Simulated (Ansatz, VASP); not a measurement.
**Ir: VASP beside Ansatz**

INCAR

```
PREC     = Accurate       # precision mode
ENCUT    = 520            # plane-wave cutoff, eV
EDIFF    = 1E-7           # SCF threshold, eV
ISMEAR   = -1             # smearing method
SIGMA    = 0.05           # smearing width, eV
LREAL    = False          # projectors in reciprocal space
LASPH    = True           # aspherical terms in the spheres
NELM     = 80             # most SCF steps
ALGO     = Fast           # electronic algorithm
ISIF     = 2              # what is computed and relaxed
LWAVE    = False          # write WAVECAR
LCHARG   = False          # write CHGCAR
GGA      = PE             # functional
NBANDS   = 16             # bands
```

File KPOINTS:

```
Automatic mesh
0
Gamma
  11 11 6
```

File POSCAR:

```
Ir
1.0
    2.7875843874      0.0000000000      0.0000000000
   -1.3937921937      2.4141188946      0.0000000000
    0.0000000000      0.0000000000      4.5210110761
Ir
2
Direct
    0.3333333333      0.6666666667      0.2500000000
    0.6666666667      0.3333333333      0.7500000000
```

The input input.yaml:

```yaml
crystal:
  lattice:
    - [2.7875843874, 0.0, 0.0]
    - [-1.3937921937, 2.4141188946, 0.0]
    - [0.0, 0.0, 4.5210110761]
  atoms:
    - { symbol: Ir, position: [0.3333333333, 0.6666666667, 0.25] }
    - { symbol: Ir, position: [0.6666666667, 0.3333333333, 0.75] }
kpoints:
  mp_grid: { grid: [11, 11, 6] }
scf:
  occupations: { method: fermi_dirac, width: 0.05 }
hamiltonian:
  xc: pbe
  pseudopotentials: { kind: all_electron, lapw: { basis_error: 0.0005 } }
output:
  forces: true
  stress: true
  eigenvalues: true
```

Change from the starting cell: volume scaled by 1.04.

Alike in both runs: task single point; functional PBE; k mesh 11 × 11 × 6; occupations fermi-dirac, width 0.05 eV; no spin polarisation.

|  | VASP | Ansatz |
| --- | --- | --- |
| version | VASP 6.6.1 | Ansatz 0.2.0 |
| potentials or method | VASP PAW PBE potentials, release 64 (Ir), cutoff 520 eV | all-electron LAPW, scalar-relativistic |

VASP gave:

| Item | Value |
| --- | --- |
| gap on the k mesh at the Fermi level (eV) | none |
| pressure (GPa) | -12.9 |
| traceless stress, the component that is largest in VASP (GPa) | -0.42 |

Q: What did Ansatz give for the same quantities?

A: gap on the k mesh at the Fermi level (eV): none; pressure (GPa): -13.3; traceless stress, the component that is largest in VASP (GPa): -0.46.

A gap of «none» marks a metal or a gap that the smearing closes. Ansatz ran all-electron here, and VASP with PAW potentials.

Spin-orbit coupling is off throughout.
